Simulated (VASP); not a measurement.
# ZrO2 (Fm-3m) in VASP: further runs

The runs below take ZrO2 through relaxation of cell and atoms, with LDA.

Everything below comes from runs of VASP 6.6.1. Logs are shortened: lines on timing, memory, paths and dates and some standing lists are left out, and cuts for length are marked.

## 1. The cell of the first run

Symmetry: Fm-3m, No. 225, cubic system. The conventional cell has a = 4.980 Å, b = 4.980 Å, c = 4.980 Å, α = 90.00°, β = 90.00°, γ = 90.00°. Zr (site symmetry m-3m) has 8 O at 2.16 Å within 2.9 Å. O (site symmetry -43m) has 4 Zr at 2.16 Å and 6 O at 2.49 Å within 2.9 Å.

## 2. Relaxation of cell and atoms, LDA, target pressure 15 GPa, at which the enthalpy is minimised

Contents of INCAR:

```
SYSTEM = ZrO2
PREC = Accurate
ENCUT = 600
EDIFF = 1E-7
ISMEAR = 0
SIGMA = 0.01
LREAL = .FALSE.
LASPH = .TRUE.
NELM = 120
ALGO = Normal
ISIF = 3
LWAVE = .FALSE.
LCHARG = .FALSE.
IBRION = 2
NSW = 80
EDIFFG = -0.001
PSTRESS = 150.0
GGA_COMPAT = .FALSE.
NELMIN = 4
```

Contents of KPOINTS:

```
Automatic mesh
0
G
  8 8 8
  0 0 0
```

Contents of POSCAR:

```
ZrO2
1.0
    0.0000000000      2.4899076121      2.4899076121
    2.4899076121      0.0000000000      2.4899076121
    2.4899076121      2.4899076121      0.0000000000
Zr O
1 2
Direct
    0.0000000000      0.0000000000      0.0000000000
    0.2500000000      0.2500000000      0.2500000000
    0.7500000000      0.7500000000      0.7500000000
```

Potentials or basis: VASP PAW LDA potentials, release 64 (Zr_sv, O).

Launch:

```sh
> cat potpaw_LDA.64/Zr_sv/POTCAR potpaw_LDA.64/O/POTCAR > POTCAR
> mpirun -np 1 vasp_std > vasp.out
```

OUTCAR:

```text
SYSTEM = ZrO2
   PREC = Accurate
   ENCUT = 600
   EDIFF = 1E-7
   ISMEAR = 0
   LREAL = .FALSE.
   LASPH = .TRUE.
   NELM = 120
   ISIF = 3
   IBRION = 2
   NSW = 80
   EDIFFG = -0.001
   PSTRESS = 150.0
   NELMIN = 4

 ion  position               nearest neighbor table
   1  0.000  0.000  0.000-   3 2.16   3 2.16   3 2.16   2 2.16   3 2.16   2 2.16   2 2.16   2 2.16

   2  0.250  0.250  0.250-   1 2.16   1 2.16   1 2.16   1 2.16
   3  0.750  0.750  0.750-   1 2.16   1 2.16   1 2.16   1 2.16

  LATTYP: Found a face centered cubic cell.
 ALAT       =     4.9798152242

  Lattice vectors:

 A1 = (   0.0000000000,   2.4899076121,   2.4899076121)
 A2 = (   2.4899076121,   0.0000000000,   2.4899076121)
 A3 = (   2.4899076121,   2.4899076121,   0.0000000000)

Analysis of symmetry for initial positions (statically):
=====================================================================
 Subroutine PRICEL returns:
 Original cell was already a primitive cell.

 Routine SETGRP: Setting up the symmetry group for a
 face centered cubic supercell.

 Subroutine GETGRP returns: Found 48 space group operations
 (whereof 48 operations were pure point group operations)
 out of a pool of 48 trial point group operations.

The static configuration has the point symmetry O_h .

Analysis of symmetry for dynamics (positions and initial velocities):
=====================================================================
 Subroutine PRICEL returns:
 Original cell was already a primitive cell.

 Routine SETGRP: Setting up the symmetry group for a
 face centered cubic supercell.

 Subroutine GETGRP returns: Found 48 space group operations
 (whereof 48 operations were pure point group operations)
 out of a pool of 48 trial point group operations.

The dynamic configuration has the point symmetry O_h .

 Subroutine INISYM returns: Found 48 space group operations
 (whereof 48 operations are pure point group operations),
 and found     1 'primitive' translations

----------------------------------------------------------------------------------------

                                     Primitive cell

  volume of cell :      30.8731

  direct lattice vectors                    reciprocal lattice vectors
     0.000000000  2.489907612  2.489907612    -0.200810664  0.200810664  0.200810664
     2.489907612  0.000000000  2.489907612     0.200810664 -0.200810664  0.200810664
     2.489907612  2.489907612  0.000000000     0.200810664  0.200810664 -0.200810664

  length of vectors
     3.521261114  3.521261114  3.521261114     0.347814272  0.347814272  0.347814272

  position of ions in fractional coordinates (direct lattice)
     0.000000000  0.000000000  0.000000000
     0.250000000  0.250000000  0.250000000
     0.750000000  0.750000000  0.750000000

  ion indices of the primitive-cell ions
   primitive index   ion index
                 1           1
                 2           2
                 3           3

----------------------------------------------------------------------------------------

 KPOINTS: Automatic mesh

Automatic generation of k-mesh.
 Grid dimensions read from file:
 generate k-points for:    8    8    8

 Generating k-lattice:

  Cartesian coordinates                     Fractional coordinates (reciprocal lattice)
    -0.025101333  0.025101333  0.025101333     0.125000000  0.000000000  0.000000000
     0.025101333 -0.025101333  0.025101333     0.000000000  0.125000000  0.000000000
     0.025101333  0.025101333 -0.025101333     0.000000000  0.000000000  0.125000000

  Length of vectors
     0.043476784  0.043476784  0.043476784

  Shift w.r.t. Gamma in fractional coordinates (k-lattice)
     0.000000000  0.000000000  0.000000000

 Subroutine IBZKPT returns following result:
 ===========================================

 Found     29 irreducible k-points:

 Following reciprocal coordinates:
            Coordinates               Weight
  0.000000  0.000000  0.000000      1.000000
  0.125000  0.000000  0.000000      8.000000
  0.250000  0.000000  0.000000      8.000000
  0.375000  0.000000  0.000000      8.000000
  0.500000  0.000000  0.000000      4.000000
  0.125000  0.125000  0.000000      6.000000
[... 16 lines left out ...]
  0.500000  0.250000  0.125000     48.000000
 -0.375000  0.250000  0.125000     24.000000
 [... further k-points ...]
   k-points           NKPTS =     29   k-points in BZ     NKDIM =     29   number of bands    NBANDS=     16
   number of dos      NEDOS =    301   number of ions     NIONS =      3
   total plane-waves  NPLWV =  21952
   dimension x,y,z NGX =    28 NGY =   28 NGZ =   28
   dimension x,y,z NGXF=    56 NGYF=   56 NGZF=   56
   ions per type =               1   2
   NGX,Y,Z   is equivalent  to a cutoff of  13.22, 13.22, 13.22 a.u.
   NGXF,Y,Z  is equivalent  to a cutoff of  26.44, 26.44, 26.44 a.u.
 SYSTEM =  ZrO2
   PREC   = accura    normal or accurate (medium, high low for compatibility)
   ISTART =      0    job   : 0-new  1-cont  2-samecut
   ICHARG =      2    charge: 1-file 2-atom 10-const
   ISPIN  =      1    spin polarized calculation?
   LNONCOLLINEAR =      F non collinear calculations
   LSORBIT =      F    spin-orbit coupling
   LASPH  =      T    aspherical Exc in radial PAW
   ENCUT  =  600.0 eV  44.10 Ry    6.64 a.u.   7.03  7.03  7.03*2*pi/ulx,y,z
   NELM   =    120;   NELMIN=  4; NELMDL= -5     # of ELM steps
   EDIFF  = 0.1E-06   stopping-criterion for ELM
   LREAL  =      F    real-space projection
   EDIFFG = -.1E-02   stopping-criterion for IOM
   NSW    =     80    number of steps for IOM
   IBRION =      2    ionic relax: 0-MD 1-quasi-New 2-CG
   NFREE  =      1    steps in history (QN), initial steepest desc. (CG)
   ISIF   =      3    stress and relaxation
   ISYM   =      2    0-nonsym 1-usesym 2-fastsym
   POTIM  = 0.5000    time-step for ionic-motion
   TEBEG  =    0.0;   TEEND  =   0.0 temperature during run
   PSTRESS=  150.0 pullay stress
   NELECT =      24.0000    total number of electrons
   NUPDOWN=      -1.0000    fix difference up-down
   EMIN   =  10.00;   EMAX   =-10.00  energy-range for DOS
   EFERMI =   0.00;   METHOD = LEGACY
   ISMEAR =     0;   SIGMA  =   0.01  broadening in eV -4-tet -1-fermi 0-gaus
   EFERMI_NEDOS =   21; number of points for ismear=-14 and -15
   IALGO  =     38    algorithm
   IMIX   =      4    mixing-type and parameters
     AMIX     =   0.40;   BMIX     =  1.00
     AMIX_MAG =   1.60;   BMIX_MAG =  1.00
  volume/ion in A,a.u.               =      10.29        69.45
  Fermi-wavevector in a.u.,A,eV,Ry     =   1.505285  2.844576 30.829201  2.265882
  Thomas-Fermi vector in A             =   2.616154
   LORBIT       =      0    0 simple, 1 ext, 2 COOP (PROOUT), +10 PAW based schemes
   GGA     = CA    functional components
   LHFCALC =     F    Hartree Fock is set to
   AEXX    =    0.0000 exact exchange contribution
   IVDW    =     0    specifies the selected vdW correction
   LEPSILON=     F    determine dielectric tensor
   LRPA    =     F    only Hartree local field effects (RPA)
 conjugate gradient relaxation of ions
 non-spin polarized calculation
 Gauss-broadening in eV      SIGMA  =   0.01
  energy-cutoff  :      600.00
  volume of cell :       30.87
 maximum number of plane-waves:      1056
   NGX = 13   NGY = 13   NGZ = 13

--------------------------------------- Ionic step        1  -------------------------------------------

 number of electron      24.0000005 magnetization

 Free energy of the ion-electron system (eV)
  ---------------------------------------------------
  ext. energy  EPLUGINS =         0.00000000
  ---------------------------------------------------
  free energy    TOTEN  =       -31.34468490 eV

  energy without entropy =      -31.34468490  energy(sigma->0) =      -31.34468490

------------------------ aborting loop because EDIFF is reached ----------------------------------------

  FORCE on cell =-STRESS in cart. coord.  units (eV):
  Direction    XX          YY          ZZ          XY          YZ          ZX
  --------------------------------------------------------------------------------------
  -------------------------------------------------------------------------------------
  Total        1.6666682      1.6666682      1.6666682      0.0000000     -0.0000000      0.0000000
  in kB       86.4928186     86.4928186     86.4928186      0.0000000     -0.0000000      0.0000000
  external PRESSURE =     -63.5071814 kB  Pullay stress =     150.0000000 kB
[... 180 lines left out ...]
  enthalpy is  TOTEN    =       -28.4664912911 eV   P V=        2.8340335304

--------------------------------------- Ionic step        6  -------------------------------------------

 number of electron      24.0000010 magnetization

 Free energy of the ion-electron system (eV)
  ---------------------------------------------------
  ext. energy  EPLUGINS =         0.00000000
  ---------------------------------------------------
  free energy    TOTEN  =       -31.29994088 eV

  energy without entropy =      -31.29994088  energy(sigma->0) =      -31.29994088

 E-fermi :   8.0052     XC(G=0): -12.7316

 val. band max:        7.9527750273   @ k =   0.5000   0.5000   0.0000
 cond. band min:      11.4042452969   @ k =   0.0000   0.0000   0.0000
 fundamental gap:      3.4514702696
 Fermi energy:         8.0052264267

 k-point     1 :       0.0000    0.0000    0.0000
  band No.  band energies     occupation
      1     -39.4013      2.00000
      2     -17.3940      2.00000
      3     -17.3940      2.00000
      4     -17.3940      2.00000
      5     -10.3869      2.00000
      6      -7.3948      2.00000
[... 8 lines left out ...]
     15      14.9837      0.00000
     16      18.4174      0.00000
[... 420 lines left out ...]
  band No.  band energies     occupation
      1     -39.3115      2.00000
      2     -18.2785      2.00000
      3     -17.8129      2.00000
      4     -17.5585      2.00000
      5      -8.7868      2.00000
      6      -7.9261      2.00000
[... 8 lines left out ...]
     15      14.9123      0.00000
     16      16.0679      0.00000

 [... further k-points ...]
[... 5 lines left out ...]
  --------------------------------------------------------------------------------------
  -------------------------------------------------------------------------------------
  Total        2.8312863      2.8312863      2.8312863     -0.0000000      0.0000000      0.0000000
  in kB      149.8855411    149.8855411    149.8855411     -0.0000000      0.0000000      0.0000000
  external PRESSURE =      -0.1144589 kB  Pullay stress =     150.0000000 kB
[... 18 lines left out ...]
  FREE ENERGIE OF THE ION-ELECTRON SYSTEM (eV)
  ---------------------------------------------------
  free  energy   TOTEN  =       -31.2999408757 eV

  energy  without entropy=      -31.2999408757  energy(sigma->0) =      -31.29994088

  enthalpy is  TOTEN    =       -28.4664924491 eV   P V=        2.8334484266

 reached required accuracy - stopping structural energy minimisation
```

Run time: 37 s. Hardware: 1 thread of AMD EPYC 9R45 (Zen 5), shared host; peak memory 0.12 GiB.

What came out:

```yaml
Free_energy: -31.2999 eV
Relaxed_volume: 10.09 Å³/atom
Relaxed_cell: a = 3.498 Å, b = 3.498 Å, c = 3.498 Å, α = 60.00°, β = 60.00°, γ = 60.00°
Space_group_after_relaxing_to_0.1_Å: Fm-3m (No. 225)
Energy_change_on_relaxing_the_run_minimises_the_enthalpy: +14.9 meV/atom
Ionic_steps: 6
Pressure_after_relaxing: 15.0 GPa
Band_gap_on_the_k_mesh: 3.45 eV (least direct gap 3.96 eV)
```

Step by step:
| step | energy change (eV) | largest force (eV/Å) | pressure (GPa) | volume (Å³) |
| --- | --- | --- | --- | --- |
| 1 | 0.0000 | 0.0000 | 8.65 | 30.87 |
| 2 | 0.2058 | 0.0000 | 29.26 | 29.09 |
| 3 | 0.0440 | 0.0000 | 14.90 | 30.27 |
| 4 | 0.0451 | 0.0000 | 15.04 | 30.26 |
| 5 | 0.0442 | 0.0000 | 14.93 | 30.27 |
| 6 | 0.0447 | 0.0000 | 14.99 | 30.26 |

Final structure:
```cif
data_structure
_symmetry_space_group_name_H-M 'P 1'
_symmetry_Int_Tables_number 1
_cell_length_a 3.4980
_cell_length_b 3.4980
_cell_length_c 3.4980
_cell_angle_alpha 60.000
_cell_angle_beta 60.000
_cell_angle_gamma 60.000
_cell_volume 30.26
loop_
_atom_site_label
_atom_site_type_symbol
_atom_site_fract_x
_atom_site_fract_y
_atom_site_fract_z
_atom_site_occupancy
Zr1 Zr 0.00000 0.00000 0.00000 1
O1 O 0.25000 0.25000 0.25000 1
O2 O 0.75000 0.75000 0.75000 1
```

Caveat: the cell is relaxed towards a set pressure, so the run minimises the enthalpy, not the energy.

## 3. Relaxation of cell and atoms, LDA, target pressure 8 GPa, at which the enthalpy is minimised

This run uses another cell than the first one, of 10.47 Å³/atom.

Contents of INCAR:

```
  PREC = Accurate
  ENCUT = 600
  EDIFF = 1E-7
  ISMEAR = 0
  SIGMA = 0.01
  LREAL = F
  LASPH = T
  NELM = 120
  ALGO = Normal
  ISIF = 3
  LWAVE = F
  LCHARG = F
  IBRION = 2
  NSW = 80
  EDIFFG = -0.001
  PSTRESS = 80.0
  GGA_COMPAT = F
  NELMIN = 4
```

Contents of KPOINTS:

```
regular mesh
0
Gamma
  8 8 8
```

Contents of POSCAR:

```
ZrO2
1.0
    0.0000000000      2.5040664960      2.5040664960
    2.5040664960      0.0000000000      2.5040664960
    2.5040664960      2.5040664960      0.0000000000
Zr O
1 2
Direct
    0.0000000000      0.0000000000      0.0000000000
    0.2500000000      0.2500000000      0.2500000000
    0.7500000000      0.7500000000      0.7500000000
```

Potentials or basis: VASP PAW LDA potentials, release 64 (Zr_sv, O).

Launch:

```sh
> cat potpaw_LDA.64/Zr_sv/POTCAR potpaw_LDA.64/O/POTCAR > POTCAR
> mpirun -np 1 vasp_std > vasp.out
```

It took 36 s on 1 thread of AMD EPYC 9R45 (Zen 5), shared host; peak memory 0.12 GiB.

It converged, with:

```yaml
Free_energy: -31.3498 eV
Relaxed_volume: 10.31 Å³/atom
Relaxed_cell: a = 3.524 Å, b = 3.524 Å, c = 3.524 Å, α = 60.00°, β = 60.00°, γ = 60.00°
Space_group_after_relaxing_to_0.1_Å: Fm-3m (No. 225)
Energy_change_on_relaxing_the_run_minimises_the_enthalpy: +5.6 meV/atom
Ionic_steps: 6
Pressure_after_relaxing: 8.0 GPa
Band_gap_on_the_k_mesh: 3.40 eV (least direct gap 3.88 eV)
```

The path:
```
step  energy change (eV)  largest force (eV/Å)  pressure (GPa)  volume (Å³)
   1              0.0000                0.0000            3.61        31.40
   2              0.0795                0.0000           16.64        30.12
   3              0.0166                0.0000            7.96        30.94
   4              0.0170                0.0000            8.04        30.93
   5              0.0166                0.0000            7.97        30.94
   6              0.0168                0.0000            7.99        30.94
```

Final structure:
```
CELL_PARAMETERS angstrom
0.00000 2.49167 2.49167
2.49167 0.00000 2.49167
2.49167 2.49167 0.00000
ATOMIC_POSITIONS crystal
Zr 0.00000 0.00000 0.00000
O 0.25000 0.25000 0.25000
O 0.75000 0.75000 0.75000
```

Levels at points of the mesh, in eV from the valence-band top:
| k point | band 8 | band 9 | band 10 | band 11 | band 12 | band 13 | band 14 | band 15 | band 16 |
| --- | --- | --- | --- | --- | --- | --- | --- | --- | --- |
| (0.00, 0.00, 0.00) | -5.67 | -5.67 | -0.56 | -0.56 | -0.56 | 3.40 | 3.40 | 6.86 | 10.18 |
| (0.50, 0.00, 0.00) | -4.60 | -2.69 | -2.55 | -1.70 | -1.70 | 4.14 | 4.14 | 6.72 | 8.94 |
| (0.50, 0.50, 0.00) | -3.27 | -3.27 | -1.62 | -1.62 | 0.00 | 3.88 | 4.99 | 6.46 | 7.84 |

Caveat: the cell is relaxed towards a set pressure, so the run minimises the enthalpy, not the energy. A k mesh can miss the band edges.

[end of part 1 of 2]
